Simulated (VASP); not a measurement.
# Ge (P6_3/mmc) in VASP: single point with PBEsol

Aim: the single point of Ge with PBEsol.

Everything below comes from runs of VASP 6.6.1. Logs are shortened: lines on timing, memory, paths and dates and some standing lists are left out, and cuts for length are marked.

**1. The cell of the first run**

It takes space group P6_3/mmc (No. 194, hexagonal). The conventional cell has a = 2.954 Å, b = 2.954 Å, c = 4.846 Å, α = 90.00°, β = 90.00°, γ = 120.00°. Ge (site symmetry -6m2) has 12 Ge at 2.95 to 2.96 Å within 3.9 Å.

This isn't the form of Ge at room conditions, which is diamond.

**2. Single point, PBEsol**

Contents of POSCAR:

```
Ge
1.0
    2.9542218340      0.0000000000      0.0000000000
   -1.4771109170      2.5584311566      0.0000000000
    0.0000000000      0.0000000000      4.8458459493
Ge
2
Direct
    0.3333333333      0.6666666667      0.2500000000
    0.6666666667      0.3333333333      0.7500000000
```

Contents of INCAR.step1:

```
SYSTEM = Ge
ALGO     = Normal         ! electronic algorithm
EDIFF    = 1E-6           ! SCF threshold, eV
ENCUT    = 520            ! plane-wave cutoff, eV
GGA      = PS             ! functional
ISIF     = 2              ! what is computed and relaxed
ISMEAR   = -1             ! smearing method
LASPH    = .True.         ! aspherical terms in the spheres
LCHARG   = .True.         ! write CHGCAR
LREAL    = .False.        ! projectors in reciprocal space
LWAVE    = .False.        ! write WAVECAR
NBANDS   = 21             ! bands
NELM     = 100            ! most SCF steps
PREC     = Accurate       ! precision mode
SIGMA    = 0.08           ! smearing width, eV
```

Contents of KPOINTS.step1:

```
k-points
0
Gamma
  16 16 9
  0 0 0
```

Contents of INCAR.step2:

```
SYSTEM = Ge
ALGO     = Normal         ! electronic algorithm
EDIFF    = 1E-6           ! SCF threshold, eV
ENCUT    = 520            ! plane-wave cutoff, eV
GGA      = PS             ! functional
ICHARG   = 11             ! starting density
ISIF     = 2              ! what is computed and relaxed
ISMEAR   = -5             ! smearing method
LASPH    = .True.         ! aspherical terms in the spheres
LCHARG   = .False.        ! write CHGCAR
LORBIT   = 11             ! projections on sites
LREAL    = .False.        ! projectors in reciprocal space
LWAVE    = .False.        ! write WAVECAR
NBANDS   = 21             ! bands
NEDOS    = 1001           ! points of the DOS
NELM     = 100            ! most SCF steps
PREC     = Accurate       ! precision mode
SIGMA    = 0.08           ! smearing width, eV
```

Contents of KPOINTS.step2:

```
k-points
0
Gamma
  24 24 14
  0 0 0
```

Potentials or basis: VASP PAW PBE potentials, release 64 (Ge_d).

The run is started by

```bash
$ cat potpaw_PBE.64/Ge_d/POTCAR > POTCAR
$ cp INCAR.step1 INCAR
$ cp KPOINTS.step1 KPOINTS
$ mpirun -np 1 vasp_std > vasp.out
$ cp INCAR.step2 INCAR
$ cp KPOINTS.step2 KPOINTS
$ mpirun -np 1 vasp_std > vasp.out
```

OUTCAR:

```text
SYSTEM = Ge
   EDIFF = 1E-6
   ENCUT = 520
   GGA = PS
   ICHARG = 11
   ISIF = 2
   ISMEAR = -5
   LASPH = .True.
   LORBIT = 11
   LREAL = .False.
   NELM = 100
   PREC = Accurate

 ion  position               nearest neighbor table
   1  0.333  0.667  0.250-
   2  0.667  0.333  0.750-

  LATTYP: Found a hexagonal cell.
 ALAT       =     2.9542218340
 C/A-ratio  =     1.6403121436

  Lattice vectors:

 A1 = (   2.9542218340,   0.0000000000,   0.0000000000)
 A2 = (  -1.4771109170,   2.5584311566,   0.0000000000)
 A3 = (   0.0000000000,   0.0000000000,   4.8458459493)

Analysis of symmetry for initial positions (statically):
=====================================================================
 Subroutine PRICEL returns:
 Original cell was already a primitive cell.

 Routine SETGRP: Setting up the symmetry group for a
 hexagonal supercell.

 Subroutine GETGRP returns: Found 24 space group operations
 (whereof 12 operations were pure point group operations)
 out of a pool of 24 trial point group operations.

The static configuration has the point symmetry D_3d.
 The point group associated with its full space group is D_6h.

Analysis of symmetry for dynamics (positions and initial velocities):
=====================================================================
 Subroutine PRICEL returns:
 Original cell was already a primitive cell.

 Routine SETGRP: Setting up the symmetry group for a
 hexagonal supercell.

 Subroutine GETGRP returns: Found 24 space group operations
 (whereof 12 operations were pure point group operations)
 out of a pool of 24 trial point group operations.

The dynamic configuration has the point symmetry D_3d.
 The point group associated with its full space group is D_6h.

 Subroutine INISYM returns: Found 24 space group operations
 (whereof 12 operations are pure point group operations),
 and found     1 'primitive' translations

----------------------------------------------------------------------------------------

                                     Primitive cell

  volume of cell :      36.6257

  direct lattice vectors                    reciprocal lattice vectors
     2.954221834  0.000000000  0.000000000     0.338498615  0.195432267  0.000000000
    -1.477110917  2.558431157  0.000000000     0.000000000  0.390864533  0.000000000
     0.000000000  0.000000000  4.845845949     0.000000000  0.000000000  0.206362317

  length of vectors
     2.954221834  2.954221834  4.845845949     0.390864533  0.390864533  0.206362317

  position of ions in fractional coordinates (direct lattice)
[... 81 lines left out ...]
   EDIFF  = 0.1E-05   stopping-criterion for ELM
   LREAL  =      F    real-space projection
   EDIFFG = 0.1E-04   stopping-criterion for IOM
   NSW    =      0    number of steps for IOM
   IBRION =     -1    ionic relax: 0-MD 1-quasi-New 2-CG
   NFREE  =      0    steps in history (QN), initial steepest desc. (CG)
   ISIF   =      2    stress and relaxation
   ISYM   =      2    0-nonsym 1-usesym 2-fastsym
   POTIM  = 0.5000    time-step for ionic-motion
   TEBEG  =    0.0;   TEEND  =   0.0 temperature during run
   PSTRESS=    0.0 pullay stress
   NELECT =      28.0000    total number of electrons
   NUPDOWN=      -1.0000    fix difference up-down
   EMIN   =  10.00;   EMAX   =-10.00  energy-range for DOS
   EFERMI =   0.00;   METHOD = LEGACY
   ISMEAR =    -5;   SIGMA  =   0.08  broadening in eV -4-tet -1-fermi 0-gaus
   EFERMI_NEDOS =   21; number of points for ismear=-14 and -15
   IALGO  =     38    algorithm
   IMIX   =      4    mixing-type and parameters
     AMIX     =   0.40;   BMIX     =  1.00
     AMIX_MAG =   1.60;   BMIX_MAG =  1.00
  volume/ion in A,a.u.               =      18.31       123.58
  Fermi-wavevector in a.u.,A,eV,Ry     =   1.496920  2.828769 30.487534  2.240771
  Thomas-Fermi vector in A             =   2.608875
   LORBIT       =     11    0 simple, 1 ext, 2 COOP (PROOUT), +10 PAW based schemes
   GGA     = PS    functional components
   LHFCALC =     F    Hartree Fock is set to
   AEXX    =    0.0000 exact exchange contribution
   IVDW    =     0    specifies the selected vdW correction
   LEPSILON=     F    determine dielectric tensor
   LRPA    =     F    only Hartree local field effects (RPA)
 non-spin polarized calculation
 Fermi weights with tetrahedron method with Bloechl corrections
  energy-cutoff  :      520.00
  volume of cell :       36.63
 maximum number of plane-waves:      1014
 NGX is ok and might be reduce to    24

 number of electron      27.9999962 magnetization

 Free energy of the ion-electron system (eV)
  ---------------------------------------------------
  ext. energy  EPLUGINS =         0.00000000
  ---------------------------------------------------
  free energy    TOTEN  =        -9.32563152 eV

  energy without entropy =       -9.32563152  energy(sigma->0) =       -9.32563152

 E-fermi :   6.9889     XC(G=0): -11.5892

 val. band max:        7.1553462544   @ k =   0.2500   0.2500   0.2143
 cond. band min:       6.9391211045   @ k =   0.3750   0.1667   0.0000
 fundamental gap:     -0.2162251500
 Fermi energy:         6.9889058600

 k-point     1 :       0.0000    0.0000    0.0000
  band No.  band energies     occupation
      1     -17.6886      2.00000
      2     -17.6847      2.00000
      3     -17.6775      2.00000
      4     -17.6775      2.00000
      5     -17.6695      2.00000
      6     -17.6695      2.00000
[... 565 lines left out ...]
     20      17.5358      0.00000
     21      20.0197      0.00000

 [... further k-points ...]
[... 5 lines left out ...]
  --------------------------------------------------------------------------------------
  -------------------------------------------------------------------------------------
  Total        0.0818238      0.0818238      0.1929226      0.0000000      0.0000000      0.0000000
  in kB        3.5793486      3.5793486      8.4393169      0.0000000      0.0000000      0.0000000
  external PRESSURE =       5.1993381 kB  Pullay stress =       0.0000000 kB

 VOLUME and BASIS-vectors are now :
 -----------------------------------------------------------------------------
  energy-cutoff  :      520.00
  volume of cell :       36.63
      direct lattice vectors                 reciprocal lattice vectors
     2.954221834  0.000000000  0.000000000     0.338498615  0.195432267  0.000000000
    -1.477110917  2.558431157  0.000000000     0.000000000  0.390864533  0.000000000
     0.000000000  0.000000000  4.845845949     0.000000000  0.000000000  0.206362317

 POSITION                                       TOTAL-FORCE (eV/Angst)
 -----------------------------------------------------------------------------------
     -0.00000      1.70562      1.21146         0.000000     -0.000000      0.000000
      1.47711      0.85281      3.63438        -0.000000      0.000000      0.000000
 -----------------------------------------------------------------------------------
    total drift:                                0.000000     -0.000000      0.000000

  FREE ENERGIE OF THE ION-ELECTRON SYSTEM (eV)
  ---------------------------------------------------
  free  energy   TOTEN  =        -9.3256315242 eV

  energy  without entropy=       -9.3256315242  energy(sigma->0) =       -9.32563152

 total charge

# of ion       s       p       d       tot
------------------------------------------
    1        1.267   0.906  10.027  12.201
    2        1.267   0.906  10.027  12.201
--------------------------------------------------
tot          2.535   1.812  20.055  24.402
```

OSZICAR.step1:

```text
N       E                     dE             d eps       ncg     rms          rms(c)
DAV:   1     0.172696727301E+03    0.17270E+03   -0.14128E+04  7273   0.382E+03
DAV:   2     0.137627040618E+02   -0.15893E+03   -0.15370E+03  6345   0.580E+02
DAV:   3    -0.877079065441E+01   -0.22533E+02   -0.22302E+02  7108   0.130E+02
DAV:   4    -0.937792767176E+01   -0.60714E+00   -0.60670E+00  7289   0.247E+01
DAV:   5    -0.938673573944E+01   -0.88081E-02   -0.88078E-02  7093   0.326E+00    0.171E+00
DAV:   6    -0.935508041217E+01    0.31655E-01   -0.32958E-02  8717   0.304E+00    0.897E-01
DAV:   7    -0.934341790950E+01    0.11663E-01   -0.16446E-02  8650   0.174E+00    0.107E-01
DAV:   8    -0.934283693369E+01    0.58098E-03   -0.13899E-03  7535   0.688E-01    0.311E-02
DAV:   9    -0.934284452043E+01   -0.75867E-05   -0.27854E-05  7138   0.604E-02    0.985E-03
DAV:  10    -0.934284657630E+01   -0.20559E-05   -0.11401E-06  5830   0.916E-03    0.404E-04
DAV:  11    -0.934284639339E+01    0.18290E-06   -0.10794E-07  4250   0.467E-03
   1 F= -.93428464E+01 E0= -.93354592E+01  d E =-.147743E-01
```

Run time: 1.9 min. Hardware: 1 thread of Intel Xeon 6975P-C (Granite Rapids), shared host; peak memory 0.4 GiB.

Results:

```
Valence electrons inside the program's atomic spheres : Ge 12.20
```

Caveat: the PAW data sets were made with another functional, which shifts forces and pressure a little; tetrahedron occupations give inexact forces and stress in metals.
